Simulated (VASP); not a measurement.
# SiC (P6_3mc) in VASP: a series of runs

SiC is run at these levels: r2SCAN; tasks: single point.

Program: VASP 6.6.1. These are calculated values, not measurements. Logs are shortened: lines on timing, memory, paths and dates and some standing lists are left out, and cuts for length are marked.

## 1. The cell of the first run

The structure is hexagonal, space group P6_3mc (No. 186). Conventional cell: a = 3.105 Å, b = 3.105 Å, c = 5.099 Å, α = 90.00°, β = 90.00°, γ = 120.00°. Si (site symmetry 3m) has 4 C at 1.90 to 1.92 Å within 2.5 Å. C (site symmetry 3m) has 4 Si at 1.90 to 1.92 Å within 2.5 Å.

## 2. Single point, r2SCAN (10.65 Å³/atom)

The input, POSCAR:

```
SiC
1.0
    3.1054470577      0.0000000000      0.0000000000
   -1.5527235288      2.6893960420      0.0000000000
    0.0000000000      0.0000000000      5.0994471169
Si C
2 2
Direct
    0.3333333333      0.6666666667      0.0046226564
    0.6666666667      0.3333333333      0.5046226564
    0.3333333333      0.6666666667      0.3803773436
    0.6666666667      0.3333333333      0.8803773436
```

The input, INCAR.step1:

```
SYSTEM = SiC
PREC     = Accurate       ! precision mode
ENCUT    = 520            ! plane-wave cutoff, eV
ISMEAR   = 0              ! smearing method
SIGMA    = 0.02           ! smearing width, eV
LREAL    = .False.        ! projectors in reciprocal space
LASPH    = .True.         ! aspherical terms in the spheres
NELM     = 100            ! most SCF steps
NBANDS   = 16             ! bands
GGA      = PE             ! functional
ALGO     = Normal         ! electronic algorithm
EDIFF    = 1E-4           ! SCF threshold, eV
LWAVE    = .True.         ! write WAVECAR
LCHARG   = .False.        ! write CHGCAR
```

The input, INCAR.step2:

```
SYSTEM = SiC
PREC     = Accurate       ! precision mode
ENCUT    = 520            ! plane-wave cutoff, eV
EDIFF    = 1E-7           ! SCF threshold, eV
ISMEAR   = 0              ! smearing method
SIGMA    = 0.02           ! smearing width, eV
LREAL    = .False.        ! projectors in reciprocal space
LASPH    = .True.         ! aspherical terms in the spheres
NELM     = 100            ! most SCF steps
ALGO     = Normal         ! electronic algorithm
ISIF     = 2              ! what is computed and relaxed
LWAVE    = .False.        ! write WAVECAR
LCHARG   = .False.        ! write CHGCAR
METAGGA  = R2SCAN         ! meta-GGA
LMIXTAU  = .True.       
NBANDS   = 16             ! bands
ISTART   = 1
```

The input, KPOINTS:

```
regular mesh
0
Gamma
  9 9 6
  0 0 0
```

Potentials or basis: VASP PAW PBE potentials, release 64 (Si, C).

Run with:

```sh
cat potpaw_PBE.64/Si/POTCAR potpaw_PBE.64/C/POTCAR > POTCAR
cp INCAR.step1 INCAR
mpirun -np 1 vasp_std > vasp.out
cp INCAR.step2 INCAR
mpirun -np 1 vasp_std > vasp.out
```

OUTCAR:

```text
SYSTEM = SiC
   PREC = Accurate
   ENCUT = 520
   EDIFF = 1E-7
   ISMEAR = 0
   LREAL = .False.
   LASPH = .True.
   NELM = 100
   ISIF = 2
   METAGGA = R2SCAN
   ISTART = 1

 ion  position               nearest neighbor table
   1  0.333  0.667  0.005-   4 1.90   4 1.90   4 1.90   3 1.92   2 3.12   2 3.12   2 3.12   2 3.12
                             2 3.12   2 3.12
   2  0.667  0.333  0.505-   3 1.90   3 1.90   3 1.90   4 1.92   1 3.12   1 3.12   1 3.12   1 3.12
                             1 3.12   1 3.12
   3  0.333  0.667  0.380-   2 1.90   2 1.90   2 1.90   1 1.92
   4  0.667  0.333  0.880-   1 1.90   1 1.90   1 1.90   2 1.92

  LATTYP: Found a hexagonal cell.
 ALAT       =     3.1054470577
 C/A-ratio  =     1.6420975860

  Lattice vectors:

 A1 = (   3.1054470577,   0.0000000000,   0.0000000000)
 A2 = (  -1.5527235288,   2.6893960420,   0.0000000000)
 A3 = (   0.0000000000,   0.0000000000,   5.0994471169)

Analysis of symmetry for initial positions (statically):
=====================================================================
 Subroutine PRICEL returns:
 Original cell was already a primitive cell.

 Routine SETGRP: Setting up the symmetry group for a
 hexagonal supercell.

 Subroutine GETGRP returns: Found 12 space group operations
 (whereof  6 operations were pure point group operations)
 out of a pool of 24 trial point group operations.

The static configuration has the point symmetry C_3v.
 The point group associated with its full space group is C_6v.

Analysis of symmetry for dynamics (positions and initial velocities):
=====================================================================
 Subroutine PRICEL returns:
 Original cell was already a primitive cell.

 Routine SETGRP: Setting up the symmetry group for a
 hexagonal supercell.

 Subroutine GETGRP returns: Found 12 space group operations
 (whereof  6 operations were pure point group operations)
 out of a pool of 24 trial point group operations.

The dynamic configuration has the point symmetry C_3v.
 The point group associated with its full space group is C_6v.

 Subroutine INISYM returns: Found 12 space group operations
 (whereof  6 operations are pure point group operations),
 and found     1 'primitive' translations

----------------------------------------------------------------------------------------

                                     Primitive cell

  volume of cell :      42.5894

  direct lattice vectors                    reciprocal lattice vectors
     3.105447058  0.000000000  0.000000000     0.322014828  0.185915348  0.000000000
    -1.552723529  2.689396042  0.000000000     0.000000000  0.371830695  0.000000000
     0.000000000  0.000000000  5.099447117     0.000000000  0.000000000  0.196099690

  length of vectors
     3.105447058  3.105447058  5.099447117     0.371830695  0.371830695  0.196099690

  position of ions in fractional coordinates (direct lattice)
     0.333333333  0.666666667  0.004622656
     0.666666667  0.333333333  0.504622656
     0.333333333  0.666666667  0.380377344
     0.666666667  0.333333333  0.880377344

  ion indices of the primitive-cell ions
   primitive index   ion index
                 1           1
                 2           2
                 3           3
                 4           4

----------------------------------------------------------------------------------------

 KPOINTS: regular mesh

Automatic generation of k-mesh.
 Grid dimensions read from file:
 generate k-points for:    9    9    6

 Generating k-lattice:

  Cartesian coordinates                     Fractional coordinates (reciprocal lattice)
     0.035779425  0.020657261  0.000000000     0.111111111 -0.000000000  0.000000000
     0.000000000  0.041314522  0.000000000     0.000000000  0.111111111  0.000000000
     0.000000000  0.000000000  0.032683282     0.000000000  0.000000000  0.166666667

  Length of vectors
     0.041314522  0.041314522  0.032683282

  Shift w.r.t. Gamma in fractional coordinates (k-lattice)
     0.000000000  0.000000000  0.000000000

 Subroutine IBZKPT returns following result:
 ===========================================

 Found     48 irreducible k-points:

 Following reciprocal coordinates:
            Coordinates               Weight
  0.000000  0.000000  0.000000      1.000000
  0.111111  0.000000  0.000000      6.000000
  0.222222  0.000000  0.000000      6.000000
  0.333333  0.000000  0.000000      6.000000
  0.444444  0.000000  0.000000      6.000000
  0.111111  0.111111  0.000000      6.000000
[... 16 lines left out ...]
  0.333333  0.222222  0.166667     24.000000
  0.333333  0.333333  0.166667      4.000000
 [... further k-points ...]
   k-points           NKPTS =     48   k-points in BZ     NKDIM =     48   number of bands    NBANDS=     16
   number of dos      NEDOS =    301   number of ions     NIONS =      4
   total plane-waves  NPLWV =  23040
   dimension x,y,z NGX =    24 NGY =   24 NGZ =   40
   dimension x,y,z NGXF=    48 NGYF=   48 NGZF=   80
   ions per type =               2   2
   NGX,Y,Z   is equivalent  to a cutoff of  12.85, 12.85, 13.04 a.u.
   NGXF,Y,Z  is equivalent  to a cutoff of  25.70, 25.70, 26.08 a.u.
 SYSTEM =  SiC
   PREC   = accura    normal or accurate (medium, high low for compatibility)
   ISTART =      1    job   : 0-new  1-cont  2-samecut
   ICHARG =      0    charge: 1-file 2-atom 10-const
   ISPIN  =      1    spin polarized calculation?
   LNONCOLLINEAR =      F non collinear calculations
   LSORBIT =      F    spin-orbit coupling
   LASPH  =      T    aspherical Exc in radial PAW
   ENCUT  =  520.0 eV  38.22 Ry    6.18 a.u.   5.77  5.77  9.48*2*pi/ulx,y,z
   NELM   =    100;   NELMIN=  2; NELMDL=  0     # of ELM steps
   EDIFF  = 0.1E-06   stopping-criterion for ELM
   LREAL  =      F    real-space projection
   EDIFFG = 0.1E-05   stopping-criterion for IOM
   NSW    =      0    number of steps for IOM
   IBRION =     -1    ionic relax: 0-MD 1-quasi-New 2-CG
   NFREE  =      0    steps in history (QN), initial steepest desc. (CG)
   ISIF   =      2    stress and relaxation
   ISYM   =      2    0-nonsym 1-usesym 2-fastsym
   POTIM  = 0.5000    time-step for ionic-motion
   TEBEG  =    0.0;   TEEND  =   0.0 temperature during run
   PSTRESS=    0.0 pullay stress
   NELECT =      16.0000    total number of electrons
   NUPDOWN=      -1.0000    fix difference up-down
   EMIN   =  10.00;   EMAX   =-10.00  energy-range for DOS
   EFERMI =   0.00;   METHOD = LEGACY
   ISMEAR =     0;   SIGMA  =   0.02  broadening in eV -4-tet -1-fermi 0-gaus
   EFERMI_NEDOS =   21; number of points for ismear=-14 and -15
   IALGO  =     38    algorithm
   IMIX   =      4    mixing-type and parameters
     AMIX     =   0.40;   BMIX     =  1.00
     AMIX_MAG =   1.60;   BMIX_MAG =  1.00
  volume/ion in A,a.u.               =      10.65        71.85
  Fermi-wavevector in a.u.,A,eV,Ry     =   1.181265  2.232268 18.985407  1.395388
  Thomas-Fermi vector in A             =   2.317542
   LORBIT       =      0    0 simple, 1 ext, 2 COOP (PROOUT), +10 PAW based schemes
   METAGGA = R2SCAN    functional components
   LHFCALC =     F    Hartree Fock is set to
   AEXX    =    0.0000 exact exchange contribution
   IVDW    =     0    specifies the selected vdW correction
   LEPSILON=     F    determine dielectric tensor
   LRPA    =     F    only Hartree local field effects (RPA)
 non-spin polarized calculation
 Gauss-broadening in eV      SIGMA  =   0.02
  energy-cutoff  :      520.00
  volume of cell :       42.59
 maximum number of plane-waves:      1170
 NGX is ok and might be reduce to    24
   NGX = 11   NGY = 11   NGZ = 19

 number of electron      16.0000001 magnetization

 Free energy of the ion-electron system (eV)
  ---------------------------------------------------
  ext. energy  EPLUGINS =         0.00000000
  ---------------------------------------------------
  free energy    TOTEN  =       -38.61141991 eV

  energy without entropy =      -38.61141991  energy(sigma->0) =      -38.61141991

 E-fermi :   7.9534     XC(G=0): -11.7970

 val. band max:        7.8158829384   @ k =   0.0000   0.0000   0.0000
 cond. band min:      10.5131992436   @ k =   0.3333   0.3333   0.0000
 fundamental gap:      2.6973163052
 Fermi energy:         7.9534435438

 k-point     1 :       0.0000    0.0000    0.0000
  band No.  band energies     occupation
      1      -8.3020      2.00000
      2      -4.7867      2.00000
      3      -1.0111      2.00000
      4       6.4465      2.00000
      5       6.4465      2.00000
      6       7.6997      2.00000
[... 8 lines left out ...]
     15      17.1765      0.00000
     16      19.7239      0.00000

 k-point     2 :       0.1111    0.0000    0.0000
  band No.  band energies     occupation
      1      -8.0854      2.00000
      2      -4.6045      2.00000
      3      -0.8143      2.00000
      4       5.3011      2.00000
      5       6.0891      2.00000
      6       6.9933      2.00000
[... 8 lines left out ...]
     15      17.7234      0.00000
     16      18.3560      0.00000

 k-point     3 :       0.2222    0.0000    0.0000
  band No.  band energies     occupation
      1      -7.4479      2.00000
      2      -4.0950      2.00000
      3      -0.2645      2.00000
      4       3.1441      2.00000
      5       5.2130      2.00000
      6       5.3905      2.00000
[... 8 lines left out ...]
     15      18.2440      0.00000
     16      18.7988      0.00000
[... 362 lines left out ...]
 k-point    23 :       0.3333    0.2222    0.1667
  band No.  band energies     occupation
      1      -4.6440      2.00000
      2      -3.3628      2.00000
      3       0.1161      2.00000
      4       1.2579      2.00000
      5       2.1242      2.00000
      6       3.5225      2.00000
[... 8 lines left out ...]
     15      19.7936      0.00000
     16      20.5596      0.00000

 k-point    24 :       0.3333    0.3333    0.1667
  band No.  band energies     occupation
      1      -3.7866      2.00000
      2      -3.7866      2.00000
      3       0.8644      2.00000
      4       0.8644      2.00000
      5       1.1583      2.00000
      6       3.5971      2.00000
[... 8 lines left out ...]
     15      20.5917      0.00000
     16      20.5917      0.00000

 [... further k-points ...]

------------------------ aborting loop because EDIFF is reached ----------------------------------------

  FORCE on cell =-STRESS in cart. coord.  units (eV):
  Direction    XX          YY          ZZ          XY          YZ          ZX
  --------------------------------------------------------------------------------------
  -------------------------------------------------------------------------------------
  Total       -1.7355143     -1.7355143     -1.7307290     -0.0000000     -0.0000000     -0.0000000
  in kB      -65.2885169    -65.2885169    -65.1084975     -0.0000000     -0.0000000     -0.0000000
  external PRESSURE =     -65.2285104 kB  Pullay stress =       0.0000000 kB

 VOLUME and BASIS-vectors are now :
 -----------------------------------------------------------------------------
  energy-cutoff  :      520.00
  volume of cell :       42.59
      direct lattice vectors                 reciprocal lattice vectors
     3.105447058  0.000000000  0.000000000     0.322014828  0.185915348  0.000000000
    -1.552723529  2.689396042  0.000000000     0.000000000  0.371830695  0.000000000
     0.000000000  0.000000000  5.099447117     0.000000000  0.000000000  0.196099690

 POSITION                                       TOTAL-FORCE (eV/Angst)
 -----------------------------------------------------------------------------------
     -0.00000      1.79293      0.02357        -0.000000     -0.000000     -0.006852
      1.55272      0.89647      2.57330         0.000000     -0.000000     -0.006852
     -0.00000      1.79293      1.93971        -0.000000     -0.000000      0.006852
      1.55272      0.89647      4.48944         0.000000      0.000000      0.006852
 -----------------------------------------------------------------------------------
    total drift:                               -0.000000     -0.000000      0.000760

  FREE ENERGIE OF THE ION-ELECTRON SYSTEM (eV)
  ---------------------------------------------------
  free  energy   TOTEN  =       -38.6114199063 eV

  energy  without entropy=      -38.6114199063  energy(sigma->0) =      -38.61141991
```

Wall time 2.6 min (1 thread of Intel Xeon 8259CL, shared host); peak memory 0.17 GiB.

What came out:

```
Free energy            : -38.6114 eV
Pressure               : -6.5 GPa
Largest force          : 0.007 eV/Å
Band gap on the k mesh : 2.70 eV (least direct gap 4.45 eV)
```

Forces in eV/Å, atoms in the order of the input:
```
Si   0.000  0.000 -0.007
Si   0.000  0.000 -0.007
C    0.000  0.000  0.007
C    0.000  0.000  0.007
```

Levels at points of the mesh, in eV from the valence-band top:
```
           k point  band 5  band 6  band 7  band 8  band 9  band 10  band 11  band 12
(0.00, 0.00, 0.00)   -1.37   -0.12    0.00    0.00    5.12     6.43     7.00     7.00
(0.00, 0.00, 0.50)   -0.74   -0.74   -0.74   -0.74    6.23     6.23     7.72     7.72
```

Caveat: the cell stands under tension; the PAW data sets were made with another functional, which shifts forces and pressure a little; an odd mesh through Γ misses points on the zone boundary, where band edges can lie.

## 3. Single point, r2SCAN (10.96 Å³/atom)

This run uses another cell than the first one, of 10.96 Å³/atom.

The input, POSCAR:

```
SiC
1.0
    3.1352193267      0.0000000000      0.0000000000
   -1.5676096633      2.7151795833      0.0000000000
    0.0000000000      0.0000000000      5.1487776478
Si C
2 2
Direct
    0.3333333333      0.6666666667      0.0046031372
    0.6666666667      0.3333333333      0.5046031372
    0.3333333333      0.6666666667      0.3803968628
    0.6666666667      0.3333333333      0.8803968628
```

The input, INCAR.step1:

```
PREC     = Accurate       # precision mode
ENCUT    = 520            # plane-wave cutoff, eV
ISMEAR   = 0              # smearing method
SIGMA    = 0.02           # smearing width, eV
LREAL    = F              # projectors in reciprocal space
LASPH    = T              # aspherical terms in the spheres
NELM     = 60             # most SCF steps
NBANDS   = 16             # bands
GGA      = PE             # functional
ALGO     = Normal         # electronic algorithm
EDIFF    = 1E-4           # SCF threshold, eV
LWAVE    = T              # write WAVECAR
LCHARG   = F              # write CHGCAR
```

The input, INCAR.step2:

```
PREC     = Accurate       # precision mode
ENCUT    = 520            # plane-wave cutoff, eV
EDIFF    = 1E-6           # SCF threshold, eV
ISMEAR   = 0              # smearing method
SIGMA    = 0.02           # smearing width, eV
LREAL    = F              # projectors in reciprocal space
LASPH    = T              # aspherical terms in the spheres
NELM     = 60             # most SCF steps
ALGO     = Normal         # electronic algorithm
ISIF     = 2              # what is computed and relaxed
LWAVE    = F              # write WAVECAR
LCHARG   = F              # write CHGCAR
METAGGA  = R2SCAN         # meta-GGA
LMIXTAU  = T            
NBANDS   = 16             # bands
ISTART   = 1
```

The input, KPOINTS:

```
regular mesh
0
Gamma
  9 9 6
```

Potentials or basis: VASP PAW PBE potentials, release 64 (Si, C).

Run with:

```sh
cat potpaw_PBE.64/Si/POTCAR potpaw_PBE.64/C/POTCAR > POTCAR
cp INCAR.step1 INCAR
mpirun -np 1 vasp_std > vasp.out
cp INCAR.step2 INCAR
mpirun -np 1 vasp_std > vasp.out
```

Run time: 1.7 min. Hardware: 1 thread of Intel Xeon 8259CL, shared host; peak memory 0.18 GiB.

It converged, with:

```
Free energy            : -38.5397 eV
Pressure               : -12.0 GPa
Largest force          : 0.008 eV/Å
Band gap on the k mesh : 2.74 eV (least direct gap 4.38 eV)
```

Forces on the atoms (eV/Å):
```
Si   0.000  0.000 -0.008
Si   0.000  0.000 -0.008
C    0.000  0.000  0.008
C    0.000  0.000  0.008
```

Stress tensor (GPa, compression positive):
```
-12.02   0.00   0.00
  0.00 -12.02   0.00
  0.00   0.00 -11.91
```

Levels at points of the mesh, in eV from the valence-band top:
| k point | band 4 | band 5 | band 6 | band 7 | band 8 | band 9 | band 10 | band 11 | band 12 | band 13 |
| --- | --- | --- | --- | --- | --- | --- | --- | --- | --- | --- |
| (0.00, 0.00, 0.00) | -1.35 | -1.35 | -0.11 | 0.00 | 0.00 | 4.87 | 6.10 | 6.83 | 6.83 | 7.82 |
| (0.00, 0.00, 0.50) | -4.52 | -0.73 | -0.73 | -0.73 | -0.73 | 5.97 | 5.97 | 7.56 | 7.56 | 7.56 |

Caveat: the cell stands under tension; the PAW data sets were made with another functional, which shifts forces and pressure a little; an odd mesh through Γ misses points on the zone boundary, where band edges can lie.
